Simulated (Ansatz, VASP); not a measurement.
## Two plane-wave programs on SnO

The input INCAR:

```
SYSTEM = SnO
PREC = Accurate ; ENCUT = 520
EDIFF = 1E-7 ; ISMEAR = 0
SIGMA = 0.15 ; LREAL = .False.
LASPH = .True. ; NELM = 80
ALGO = Normal ; ISIF = 2
LWAVE = .False. ; LCHARG = .True.
GGA = PS ; IVDW = 12
LELF = .True. ; LVHAR = .True.
NBANDS = 28
```

File KPOINTS:

```
regular mesh
0
Gamma
  12 12 10
  0 0 0
```

POSCAR

```
SnO
1.0
    3.8020000000      0.0000000000      0.0000000000
    0.0000000000      3.8020000000      0.0000000000
    0.0000000000      0.0000000000      4.7151000000
Sn O
2 2
Direct
    0.0000000000      0.5000000000      0.2385000000
    0.5000000000      0.0000000000      0.7615000000
    0.0000000000      0.0000000000      0.0000000000
    0.5000000000      0.5000000000      0.0000000000
```

Input for Ansatz:

```yaml
crystal:
  lattice:
    - [3.802, 0.0, 0.0]
    - [0.0, 3.802, 0.0]
    - [0.0, 0.0, 4.7151]
  atoms:
    - { symbol: Sn, position: [0.0, 0.5, 0.2385] }
    - { symbol: Sn, position: [0.5, 0.0, 0.7615] }
    - { symbol: O, position: [0.0, 0.0, 0.0] }
    - { symbol: O, position: [0.5, 0.5, 0.0] }
basis:
  ecutwfc: 420
kpoints:
  mp_grid: { grid: [12, 12, 10] }
hamiltonian:
  xc: pbesol
  dispersion: d3bj
scf:
  occupations: { method: gaussian, width: 0.15 }
output:
  forces: true
  stress: true
  eigenvalues: true
```

Change from the starting cell: strain +0.000 along x and y, -0.025 along z, atoms carried along.

Alike in both runs: task single point; functional PBEsol; dispersion D3(BJ); k mesh 12 × 12 × 10; occupations gaussian, width 0.15 eV; no spin polarisation.

```csv
,VASP,Ansatz
version,VASP 6.6.1,Ansatz 0.2.0
potentials or method,"VASP PAW PBE potentials, release 64 (Sn_d, O), cutoff 520 eV","scalar-relativistic, plane waves, PAW"
valence electrons in the cell,40,40
```

```csv
,VASP,Ansatz,Ansatz less VASP
gap on the k mesh at the Fermi level (eV),none,none,-
pressure (GPa),0.2,-0.1,-0.27
"traceless stress, the component that is largest in VASP (GPa)",0.53,0.52,-0.004
rms of the force components (eV/Å),0.251,0.214,-0.0371
```

VASP's potentials were made for PBE, not for PBEsol. Atom by atom the forces differ by 0.037 eV/Å (rms over components). A gap of «none» marks a metal or a gap that the smearing closes.
